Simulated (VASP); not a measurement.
Input of a VASP 6.6.1 run:

File POSCAR:

```
GaSb
1.0
    0.0000000000      3.0658788003      3.0658788003
    3.0658788003      0.0000000000      3.0658788003
    3.0658788003      3.0658788003      0.0000000000
Ga Sb
1 1
Direct
    0.0000000000      0.0000000000      0.0000000000
    0.2500000000      0.2500000000      0.2500000000
```

INCAR.step1

```
ALGO = Normal ; EDIFF = 1E-5
ENCUT = 550 ; GGA = PE
GGA_COMPAT = False ; ISMEAR = 0
LASPH = True ; LCHARG = False
LREAL = False ; LWAVE = True
NBANDS = 16 ; NELM = 120
PREC = Accurate ; SIGMA = 0.5
```

File INCAR.step2:

```
ALGO = Normal ; EDIFF = 1E-6
ENCUT = 550 ; GGA_COMPAT = False
ISIF = 2 ; ISMEAR = 0
ISTART = 1 ; LASPH = True
LCHARG = False ; LMIXTAU = True
LREAL = False ; LWAVE = False
METAGGA = R2SCAN ; NBANDS = 16
NELM = 120 ; PREC = Accurate
SIGMA = 0.5
```

File KPOINTS:

```
k-points
0
Gamma
  6 6 6
```

Potentials or basis: VASP PAW PBE potentials, release 64 (Ga_d, Sb).

The run is started by

```sh
$ cat potpaw_PBE.64/Ga_d/POTCAR potpaw_PBE.64/Sb/POTCAR > POTCAR
$ cp INCAR.step1 INCAR
$ mpirun -np 1 vasp_std > vasp.out
$ cp INCAR.step2 INCAR
$ mpirun -np 1 vasp_std > vasp.out
```

(1) Predict the band gap on the k mesh.

(2) What does it give for the pressure?

Answers

(1) 0.40 eV.

(2) 0.2 GPa.

Caveat: the PAW data sets were made with another functional, which shifts forces and pressure a little; spin-orbit coupling is left out, which moves the levels of the heavy elements.
